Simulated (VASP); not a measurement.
A run of VASP 6.6.1 is set up as follows.

Contents of INCAR:

```
PREC     = Accurate       # precision mode
ENCUT    = 520            # plane-wave cutoff, eV
EDIFF    = 1E-6           # SCF threshold, eV
ISMEAR   = 0              # smearing method
SIGMA    = 0.1            # smearing width, eV
LREAL    = F              # projectors in reciprocal space
LASPH    = T              # aspherical terms in the spheres
NELM     = 80             # most SCF steps
ALGO     = Fast           # electronic algorithm
ISIF     = 2              # what is computed and relaxed
LWAVE    = F              # write WAVECAR
LCHARG   = T              # write CHGCAR
GGA      = PS             # functional
LELF     = T              # ELF
LVHAR    = T            
NBANDS   = 18             # bands
```

KPOINTS

```
Automatic mesh
0
Gamma
  16 16 10
```

File POSCAR:

```
Au
1.0
    1.3994780237     -2.4884696273      0.0000000000
    1.3994780237      2.4884696273      0.0000000000
    0.0000000000      0.0000000000      4.7455148659
Au
2
Direct
    0.6637276735      0.3362723265      0.2500000000
    0.3362723265      0.6637276735      0.7500000000
```

Potentials or basis: VASP PAW PBE potentials, release 64 (Au).

The run is started by

```sh
$ cat potpaw_PBE.64/Au/POTCAR > POTCAR
$ mpirun -np 1 vasp_std > vasp.out
```

Question: Predict the pressure.

Answer: 5.5 GPa.

Question: Estimate the band gap on the k mesh.

Answer: Zero (band 11 reaches 13.85 eV, above the bottom of band 12 at 7.14 eV).

Caveat: the PAW data sets were made with another functional, which shifts forces and pressure a little; spin-orbit coupling is left out, which moves the levels of the heavy elements.
